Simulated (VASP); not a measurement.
**Ge: single point with PBEsol**

Ge:

```
Ge
1.0
    -2.57077    2.73039    1.43695
     2.57077   -2.73039    1.43695
     2.57077    2.73039   -1.43695
Ge
2
Direct
  0.18594 0.93594 0.25000
  0.81406 0.06406 0.75000
```

This cell differs from its parent crystal: strain +0.030 along x and y, +0.000 along z.

| Item | Value |
| --- | --- |
| Program | VASP 6.6.1 |
| Task | single point |
| Functional | PBEsol |
| Potentials or basis | VASP PAW PBE potentials, release 64 (Ge_d) |
| Cutoff | 520 eV |
| k mesh | 20 × 20 × 20 |
| Occupations | gaussian, width 0.15 eV |
| Spin | no spin polarisation |
| Dipole correction | no |
| Further INCAR settings | ALGO = Normal; EDIFF = 1e-06; NBANDS = 21 |

- Pressure: -6.0 GPa
- Largest force: 0.044 eV/Å
- Band gap on the k mesh: zero (bands 14 and 15 overlap by 5.13 eV)

Forces on the atoms (eV/Å):
```
Ge   0.000  0.000 -0.044
Ge   0.000  0.000  0.044
```

Stress tensor (GPa, compression positive):
```
-5.42  0.00  0.00
 0.00 -7.42  0.00
 0.00  0.00 -5.14
```

Levels at points of the mesh, in eV from the Fermi level:
| k point | band 10 | band 11 | band 12 | band 13 | band 14 | band 15 | band 16 | band 17 | band 18 | band 19 |
| --- | --- | --- | --- | --- | --- | --- | --- | --- | --- | --- |
| (0.00, 0.00, 0.00) | -24.34 | -12.60 | -4.34 | -2.31 | -1.83 | 3.45 | 6.30 | 7.28 | 7.68 | 7.95 |
| (0.50, 0.00, 0.00) | -24.41 | -7.66 | -6.62 | -2.02 | -1.55 | -0.54 | 1.63 | 3.00 | 4.03 | 8.94 |
| (0.00, 0.50, 0.00) | -24.35 | -7.82 | -5.55 | -3.52 | -2.16 | -1.45 | 3.27 | 3.76 | 6.07 | 8.16 |
| (0.50, 0.50, 0.00) | -24.42 | -10.06 | -10.06 | 0.53 | 0.53 | 1.87 | 1.87 | 6.96 | 6.96 | 10.97 |
| (0.50, 0.50, 0.50) | -24.42 | -9.03 | -8.20 | -5.46 | -5.26 | 4.85 | 7.22 | 9.66 | 10.34 | 12.34 |

It took 6.7 min on 1 thread of AMD EPYC 9R45 (Zen 5), on a shared host, peak memory 0.76 GiB.

Caveat: the cell differs from its parent crystal (strain +0.030 along x and y, +0.000 along z); the cell stands under tension; the PAW data sets were made with another functional, which shifts forces and pressure a little.
